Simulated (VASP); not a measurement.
Wanted: the native input for a VASP 6.6.1 run.

| Property | Result |
| --- | --- |
| Task | single point |
| Functional | PBEsol |
| Potentials or basis | VASP PAW PBE potentials, release 64 (Bi_d) |
| Cutoff | 520 eV |
| k mesh | 13 × 13 × 13 |
| Occupations | fermi-dirac, width 0.08 eV |
| Spin | no spin polarisation |
| Dipole correction | no |
| Further INCAR settings | ALGO = Normal; EDIFF = 1e-07; NBANDS = 22 |

The structure of Bi lies in POSCAR:

```
Bi
1.0
    0.0000000000      2.5116536088      2.5116536088
    2.5116536088      0.0000000000      2.5116536088
    2.5116536088      2.5116536088      0.0000000000
Bi
2
Direct
   -0.1250000000     -0.1250000000     -0.1250000000
    0.1250000000      0.1250000000      0.1250000000
```

These files were run (other wordings do the same):

INCAR

```
SYSTEM = Bi
PREC = Accurate
ENCUT = 520
EDIFF = 1E-7
ISMEAR = -1
SIGMA = 0.08
LREAL = .False.
LASPH = .True.
NELM = 60
ALGO = Normal
ISIF = 2
LWAVE = .False.
LCHARG = .False.
GGA = PS
NBANDS = 22
```

KPOINTS

```
Automatic mesh
0
Gamma
  13 13 13
  0 0 0
```

Potentials or basis: VASP PAW PBE potentials, release 64 (Bi_d).

The run is started by

```console
$ cat potpaw_PBE.64/Bi_d/POTCAR > POTCAR
$ mpirun -np 1 vasp_std > vasp.out
```

It gave:

The pressure is 360.6 GPa and the band gap on the k mesh is zero (band 15 reaches 23.05 eV, above the bottom of band 16 at 18.66 eV).

Caveat: the PAW data sets were made with another functional, which shifts forces and pressure a little; spin-orbit coupling is left out, which moves the levels of the heavy elements.

Run time: 51 s on 1 thread of Intel(R) Xeon(R) Platinum 8259CL CPU @ 2.50GHz (Skylake/Cascade Lake) (shared host), peak memory 0.18 GiB.
